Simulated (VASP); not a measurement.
A run of VASP 6.6.1 is set up as follows.

The input POSCAR:

```
HfN
1.0
    0.0000000000      2.4047095306      2.4047095306
    2.4047095306      0.0000000000      2.4047095306
    2.4047095306      2.4047095306      0.0000000000
Hf N
1 1
Direct
    0.0000000000      0.0000000000      0.0000000000
    0.2500000000      0.2500000000      0.2500000000
```

The input INCAR.step1:

```
SYSTEM = HfN
PREC = Accurate
ENCUT = 520
ISMEAR = -1
SIGMA = 0.05
LREAL = .FALSE.
LASPH = .TRUE.
NELM = 100
NBANDS = 14
GGA = PE
ALGO = Normal
EDIFF = 1E-4
LWAVE = .TRUE.
LCHARG = .FALSE.
```

The input INCAR.step2:

```
SYSTEM = HfN
PREC = Accurate
ENCUT = 520
EDIFF = 1E-7
ISMEAR = -1
SIGMA = 0.05
LREAL = .FALSE.
LASPH = .TRUE.
NELM = 100
ALGO = Normal
ISIF = 2
LWAVE = .FALSE.
LCHARG = .TRUE.
METAGGA = R2SCAN
LMIXTAU = .TRUE.
LELF = .TRUE.
LVHAR = .TRUE.
NBANDS = 14
ISTART = 1
```

KPOINTS

```
Automatic mesh
0
G
  9 9 9
  0 0 0
```

Potentials or basis: VASP PAW PBE potentials, release 64 (Hf_pv, N).

The run is started by

```sh
$ cat potpaw_PBE.64/Hf_pv/POTCAR potpaw_PBE.64/N/POTCAR > POTCAR
$ cp INCAR.step1 INCAR
$ mpirun -np 1 vasp_std > vasp.out
$ cp INCAR.step2 INCAR
$ mpirun -np 1 vasp_std > vasp.out
```

Q: Predict the pressure.

A: 10.1 GPa.

Caveat: the PAW data sets were made with another functional, which shifts forces and pressure a little.
